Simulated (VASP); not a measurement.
The system is MoSe2.

```
Mo Se
1.0
     3.28800    0.00000    0.00000
    -1.64400    2.84749    0.00000
     0.00000    0.00000   12.90000
Mo Se
2 4
Direct
  0.33333 0.66667 0.25000
  0.66667 0.33333 0.75000
  0.33333 0.66667 0.62500
  0.66667 0.33333 0.12500
  0.33333 0.66667 0.87500
  0.66667 0.33333 0.37500
```

```yaml
Program: VASP 6.6.1
Task: relaxation of cell and atoms
Functional: PBEsol
Potentials_or_basis: VASP PAW PBE potentials, release 64 (Mo_sv, Se)
Cutoff: 500 eV
k_mesh: 12 × 12 × 4
Occupations: fermi-dirac, width 0.08 eV
Spin: no spin polarisation
```

At the start: pressure 3.6 GPa; volume 20.13 Å³/atom.

Problem. How do energy, volume and symmetry change on relaxing?

Solution. Over 17 steps the energy falls by 14.1 meV/atom and the volume is 20.28 Å³/atom (+0.7 %); space group P6_3/mmc (No. 194, to 0.1 Å) before and after.

Step by step:
```
step  energy change (eV)  largest force (eV/Å)  pressure (GPa)  volume (Å³)
   1              0.0000                0.8475            3.56       120.78
   2              0.1478                1.1587           -7.74       128.71
   3             -0.0722                0.0359           -1.08       123.58
   4             -0.0723                0.0583           -0.94       123.49
   5             -0.0843                0.0062           -0.04       122.07
   6             -0.0843                0.0050           -0.02       122.03
   7             -0.0843                0.0074            0.00       122.01
   8             -0.0843                0.0146            0.05       121.92
   9             -0.0843                0.0144            0.05       121.92
  10             -0.0843                0.0135            0.04       121.91
  11             -0.0843                0.0120            0.03       121.89
  12             -0.0843                0.0089            0.02       121.86
  13             -0.0843                0.0028           -0.02       121.80
  14             -0.0843                0.0000           -0.03       121.77
  15             -0.0843                0.0008           -0.02       121.72
  16             -0.0843                0.0018            0.00       121.67
  17             -0.0843                0.0002            0.00       121.67
```

Final structure:
```cif
data_structure
_symmetry_space_group_name_H-M 'P 1'
_symmetry_Int_Tables_number 1
_cell_length_a 3.2717
_cell_length_b 3.2717
_cell_length_c 13.1252
_cell_angle_alpha 90.000
_cell_angle_beta 90.000
_cell_angle_gamma 120.000
_cell_volume 121.67
loop_
_atom_site_label
_atom_site_type_symbol
_atom_site_fract_x
_atom_site_fract_y
_atom_site_fract_z
_atom_site_occupancy
Mo1 Mo 0.33333 0.66667 0.25000 1
Mo2 Mo 0.66667 0.33333 0.75000 1
Se1 Se 0.33333 0.66667 0.62305 1
Se2 Se 0.66667 0.33333 0.12305 1
Se3 Se 0.33333 0.66667 0.87695 1
Se4 Se 0.66667 0.33333 0.37695 1
```

Caveat: the PAW data sets were made with another functional, which shifts forces and pressure a little; this functional lacks dispersion, which binds the layers, so the pressure and a relaxed spacing across them are unreliable.
